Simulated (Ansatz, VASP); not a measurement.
**One calculation of Zn3Ge2Bi, two programs**

```
Zn Ge Bi
1.0
     3.49633    0.00000    0.00000
    -1.74817    3.02791    0.00000
     0.00000    0.00000   20.15801
Zn Ge Bi
6 4 2
Direct
  0.00000 0.00000 0.50000
  0.00000 0.00000 0.00000
  0.33333 0.66667 0.36500
  0.66667 0.33333 0.86500
  0.66667 0.33333 0.63500
  0.33333 0.66667 0.13500
  0.33333 0.66667 0.92800
  0.66667 0.33333 0.42800
  0.66667 0.33333 0.07200
  0.33333 0.66667 0.57200
  0.00000 0.00000 0.25000
  0.00000 0.00000 0.75000
```

Alike in both runs: task single point; functional PBE; k mesh 6 × 6 × 1; occupations gaussian, width 0.1 eV; no spin polarisation.

```csv
,VASP,Ansatz
version,VASP 6.6.1,Ansatz 0.2.0
potentials or method,"VASP PAW PBE potentials, release 64 (Zn, Ge_d, Bi_d), cutoff 520 eV","scalar-relativistic, plane waves, PAW"
valence electrons in the cell,158,158
```

VASP gave:

```
gap on the k mesh at the Fermi level (eV)                     : none
pressure (GPa)                                                : 15.7
traceless stress, the component that is largest in VASP (GPa) : -1.62
rms of the force components (eV/Å)                            : 0.561
```

Estimate Ansatz's values.

gap on the k mesh at the Fermi level (eV): none; pressure (GPa): 15.4; traceless stress, the component that is largest in VASP (GPa): -1.65; rms of the force components (eV/Å): 0.553.

Atom by atom the forces differ by 0.008 eV/Å (rms over components). A gap of «none» marks a metal or a gap that the smearing closes. With one functional, cell and mesh, what is left measures potentials, basis and numerics.

Neither program's run includes spin-orbit coupling.
